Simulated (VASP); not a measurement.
**Ni: single point with revPBE**

Crystal: Ni.

```
Ni
1.0
     0.00000    2.50238    2.50238
     2.50238    0.00000    2.50238
     2.50238    2.50238    0.00000
Ni
2
Direct
  0.12500 0.12500 0.12500
  0.87500 0.87500 0.87500
```

This cell differs from its parent crystal: volume scaled by 0.92.

```yaml
Program: VASP 6.6.1
Task: single point
Functional: revPBE
Potentials_or_basis: VASP PAW PBE potentials, release 64 (Ni)
Cutoff: 520 eV
k_mesh: 12 × 12 × 12
Occupations: fermi-dirac, width 0.05 eV
Spin: collinear spin, ferromagnetic start
Starting_moments: "[0.849, 0.849] μB"
Dipole_correction: no
Further_INCAR_settings: ALGO = Normal; EDIFF = 1e-07; NBANDS = 21
```

```yaml
Pressure: 8.3 GPa
Net_moment: 1.55 μB per cell
Site_moments: Ni +0.78 μB
Valence_electrons_inside_the_program's_atomic_spheres: Ni 9.28
```

Levels at points of the mesh, in eV from the Fermi level:
Spin up:
```tsv
k point	band 7	band 8	band 9	band 10	band 11	band 12	band 13	band 14	band 15	band 16
(0.00, 0.00, 0.00)	-1.80	-1.80	-1.80	-0.78	-0.78	12.14	12.14	12.14	12.63	12.63
(0.50, 0.00, 0.00)	-1.60	-1.45	-1.45	-0.94	-0.94	0.40	8.83	8.83	12.39	12.91
(0.50, 0.50, 0.00)	-2.03	-2.03	-0.81	-0.81	0.99	0.99	4.54	4.54	9.52	9.52
```
Spin down:
```csv
k point,band 7,band 8,band 9,band 10,band 11,band 12
"(0.00, 0.00, 0.00)",-0.96,-0.96,-0.96,0.13,0.13,12.27
"(0.50, 0.00, 0.00)",-1.60,-0.61,-0.61,-0.01,-0.01,1.12
"(0.50, 0.50, 0.00)",-1.20,-1.20,0.14,0.14,1.49,1.49
```

Wall time 66 s on 1 thread of AMD EPYC 9R45 96-Core Processor (Zen 5), on a shared host, peak memory 0.18 GiB.

Caveat: the PAW data sets were made with another functional, which shifts forces and pressure a little.
